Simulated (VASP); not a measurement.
# Te (Fm-3m) in VASP: notebook, part 2 of 2

VASP 6.6.1. Earlier steps stand in the parts before.

## Step 3: Single point, PBEsol (volume scaled by 0.88)

INCAR reads:

```
  ALGO = Normal
  EDIFF = 1E-6
  ENCUT = 520
  GGA = PS
  ISIF = 2
  ISMEAR = -1
  LASPH = T
  LCHARG = T
  LELF = T
  LREAL = F
  LVHAR = T
  LWAVE = F
  NBANDS = 9
  NELM = 80
  PREC = Accurate
  SIGMA = 0.1
```

KPOINTS reads:

```
k-points
0
Gamma
  13 13 13
```

POSCAR reads:

```
Te
1.0
    0.0000000000      2.2769035862      2.2769035862
    2.2769035862      0.0000000000      2.2769035862
    2.2769035862      2.2769035862      0.0000000000
Te
1
Direct
    0.0000000000      0.0000000000      0.0000000000
```

Potentials or basis: VASP PAW PBE potentials, release 64 (Te).

On the command line:

```console
> cat potpaw_PBE.64/Te/POTCAR > POTCAR
> mpirun -np 1 vasp_std > vasp.out
```

OUTCAR:

```text
EDIFF = 1E-6
   ENCUT = 520
   GGA = PS
   ISIF = 2
   ISMEAR = -1
   LASPH = T
   LREAL = F
   NELM = 80
   PREC = Accurate

 ion  position               nearest neighbor table
   1  0.000  0.000  0.000-

  LATTYP: Found a face centered cubic cell.
 ALAT       =     4.5538071724

  Lattice vectors:

 A1 = (   0.0000000000,   2.2769035862,   2.2769035862)
 A2 = (   2.2769035862,   0.0000000000,   2.2769035862)
 A3 = (   2.2769035862,   2.2769035862,   0.0000000000)

Analysis of symmetry for initial positions (statically):
=====================================================================
 Subroutine PRICEL returns:
 Original cell was already a primitive cell.

 Routine SETGRP: Setting up the symmetry group for a
 face centered cubic supercell.

 Subroutine GETGRP returns: Found 48 space group operations
 (whereof 48 operations were pure point group operations)
 out of a pool of 48 trial point group operations.

The static configuration has the point symmetry O_h .

Analysis of symmetry for dynamics (positions and initial velocities):
=====================================================================
 Subroutine PRICEL returns:
 Original cell was already a primitive cell.

 Routine SETGRP: Setting up the symmetry group for a
 face centered cubic supercell.

 Subroutine GETGRP returns: Found 48 space group operations
 (whereof 48 operations were pure point group operations)
 out of a pool of 48 trial point group operations.

The dynamic configuration has the point symmetry O_h .

 Subroutine INISYM returns: Found 48 space group operations
 (whereof 48 operations are pure point group operations),
 and found     1 'primitive' translations

----------------------------------------------------------------------------------------

                                     Primitive cell

[... 108 lines left out ...]
     AMIX_MAG =   1.60;   BMIX_MAG =  1.00
  volume/ion in A,a.u.               =      23.61       159.32
  Fermi-wavevector in a.u.,A,eV,Ry     =   1.036981  1.959609 14.630734  1.075329
  Thomas-Fermi vector in A             =   2.171397
   LORBIT       =      0    0 simple, 1 ext, 2 COOP (PROOUT), +10 PAW based schemes
   GGA     = PS    functional components
   LHFCALC =     F    Hartree Fock is set to
   AEXX    =    0.0000 exact exchange contribution
   IVDW    =     0    specifies the selected vdW correction
   LEPSILON=     F    determine dielectric tensor
   LRPA    =     F    only Hartree local field effects (RPA)
 non-spin polarized calculation
  energy-cutoff  :      520.00
  volume of cell :       23.61
 maximum number of plane-waves:       648
   NGX = 11   NGY = 11   NGZ = 11

 number of electron       6.0000001 magnetization

 Free energy of the ion-electron system (eV)
  ---------------------------------------------------
  ext. energy  EPLUGINS =         0.00000000
  ---------------------------------------------------
  free energy    TOTEN  =        -3.12415459 eV

  energy without entropy =       -3.10365951  energy(sigma->0) =       -3.11390705

 E-fermi :  10.4532     XC(G=0): -11.0388

 val. band max:       10.4248772279   @ k =   0.2308   0.1538   0.0000
 cond. band min:      10.5467393180   @ k =   0.3077   0.3077   0.0000
 fundamental gap:      0.1218620901
 Fermi energy:        10.4531975047

 k-point     1 :       0.0000    0.0000    0.0000
  band No.  band energies     occupation
      1      -5.0429      2.00000
      2      14.5513      0.00000
      3      14.5513      0.00000
      4      14.5513      0.00000
      5      20.3049      0.00000
      6      20.3049      0.00000
      7      20.3049      0.00000
      8      20.6942      0.00000
      9      22.3538      0.00000
[... 265 lines left out ...]
 k-point    24 :       0.4615    0.1538    0.0000
  band No.  band energies     occupation
      1      -1.4098      2.00000
      2       4.3679      2.00000
      3      10.5753      0.45537
      4      11.6345      0.00001
      5      16.6350      0.00000
      6      20.8287      0.00000
      7      21.5153      0.00000
      8      23.5833      0.00000
      9      24.2131      0.00000

 [... further k-points ...]

------------------------ aborting loop because EDIFF is reached ----------------------------------------

  FORCE on cell =-STRESS in cart. coord.  units (eV):
  Direction    XX          YY          ZZ          XY          YZ          ZX
  --------------------------------------------------------------------------------------
  -------------------------------------------------------------------------------------
  Total        1.5760949      1.5760949      1.5760949     -0.0000000      0.0000000      0.0000000
  in kB      106.9618823    106.9618823    106.9618823     -0.0000000      0.0000000      0.0000000
  external PRESSURE =     106.9618823 kB  Pullay stress =       0.0000000 kB

 VOLUME and BASIS-vectors are now :
 -----------------------------------------------------------------------------
  energy-cutoff  :      520.00
  volume of cell :       23.61
      direct lattice vectors                 reciprocal lattice vectors
     0.000000000  2.276903586  2.276903586    -0.219596474  0.219596474  0.219596474
     2.276903586  0.000000000  2.276903586     0.219596474 -0.219596474  0.219596474
     2.276903586  2.276903586  0.000000000     0.219596474  0.219596474 -0.219596474

 POSITION                                       TOTAL-FORCE (eV/Angst)
 -----------------------------------------------------------------------------------
      0.00000      0.00000      0.00000         0.000000      0.000000      0.000000
 -----------------------------------------------------------------------------------
    total drift:                                0.000000     -0.000000      0.000000

  FREE ENERGIE OF THE ION-ELECTRON SYSTEM (eV)
  ---------------------------------------------------
  free  energy   TOTEN  =        -3.1241545903 eV

  energy  without entropy=       -3.1036595118  energy(sigma->0) =       -3.11390705
```

stdout:

```text
POSCAR found type information on POSCAR Te
 POSCAR found :  1 types and       1 ions
 scaLAPACK will be used
 -----------------------------------------------------------------------------
|                                                                             |
|                                                                             |
|     You enforced a specific xc type in the INCAR file but a different       |
|     I HOPE YOU KNOW WHAT YOU ARE DOING!                                     |
|                                                                             |
 -----------------------------------------------------------------------------

 LDA part: xc-table for (Slater+PW92), standard interpolation
 POSCAR, INCAR and KPOINTS ok, starting setup
 FFT: planning ... GRIDC
 FFT: planning ... GRID_SOFT
 FFT: planning ... GRID
 WAVECAR not read
 entering main loop
```

Run time: 17 s. Hardware: 1 thread of Intel Xeon 6975P-C, shared host; peak memory 0.15 GiB.

What came out:

```yaml
Free_energy: -3.1242 eV
Pressure: 10.7 GPa
Band_gap_on_the_k_mesh: zero (band 3 reaches 14.55 eV, above the bottom of band 4 at 7.88 eV)
```

Levels at points of the mesh, in eV from the Fermi level:
```csv
k point,band 1,band 2,band 3,band 4,band 5,band 6
"(0.00, 0.00, 0.00)",-15.50,4.10,4.10,4.10,9.85,9.85
```

Caveat: the PAW data sets were made with another functional, which shifts forces and pressure a little; spin-orbit coupling is left out, which moves the levels of the heavy elements.

## Step 4: Single point, PBEsol (volume scaled by 0.92)

INCAR reads:

```
SYSTEM = Te
ALGO     = Normal         ! electronic algorithm
EDIFF    = 1E-6           ! SCF threshold, eV
ENCUT    = 520            ! plane-wave cutoff, eV
GGA      = PS             ! functional
ISIF     = 2              ! what is computed and relaxed
ISMEAR   = -1             ! smearing method
LASPH    = .True.         ! aspherical terms in the spheres
LCHARG   = .False.        ! write CHGCAR
LREAL    = .False.        ! projectors in reciprocal space
LWAVE    = .False.        ! write WAVECAR
NBANDS   = 9              ! bands
NELM     = 80             ! most SCF steps
PREC     = Accurate       ! precision mode
SIGMA    = 0.1            ! smearing width, eV
```

KPOINTS reads:

```
k-points
0
Gamma
  13 13 13
  0 0 0
```

POSCAR reads:

```
Te
1.0
    0.0000000000      2.3108922327      2.3108922327
    2.3108922327      0.0000000000      2.3108922327
    2.3108922327      2.3108922327      0.0000000000
Te
1
Direct
    0.0000000000      0.0000000000      0.0000000000
```

On the command line:

```console
> cat potpaw_PBE.64/Te/POTCAR > POTCAR
> mpirun -np 1 vasp_std > vasp.out
```

Run time: 18 s. Hardware: 1 thread of Intel Xeon 6975P-C, shared host; peak memory 0.15 GiB.

It converged, with:

```
Free energy            : -3.1803 eV
Pressure               : 6.2 GPa
Band gap on the k mesh : zero (band 3 reaches 13.56 eV, above the bottom of band 4 at 7.35 eV)
```

Levels at points of the mesh, in eV from the Fermi level:
| k point | band 1 | band 2 | band 3 | band 4 | band 5 | band 6 |
| --- | --- | --- | --- | --- | --- | --- |
| (0.00, 0.00, 0.00) | -15.06 | 3.83 | 3.83 | 3.83 | 9.77 | 9.77 |

Caveat: the PAW data sets were made with another functional, which shifts forces and pressure a little; spin-orbit coupling is left out, which moves the levels of the heavy elements.

## Step 5: Summary

| cell | k mesh | gap on the mesh (eV) | pressure (GPa) |
| --- | --- | --- | --- |
| a = 3.360 Å, angles 60.0°, 1 atom | 11 × 11 × 11 | none | 0.0 |
| a = 3.220 Å, angles 60.0°, 1 atom | 13 × 13 × 13 | none | 10.7 |
| a = 3.268 Å, angles 60.0°, 1 atom | 13 × 13 × 13 | none | 6.2 |

Alike in all rows: task single point; level PBEsol; potentials or basis VASP PAW PBE potentials, release 64 (Te); no spin polarisation; cutoff (eV) 520; smearing fermi-dirac 0.1 eV.

Caveats: the PAW data sets were made with another functional, which shifts forces and pressure a little; spin-orbit coupling is left out, which moves the levels of the heavy elements.

Total energies depend on the potentials used, so only differences within one code and one set of settings carry meaning.
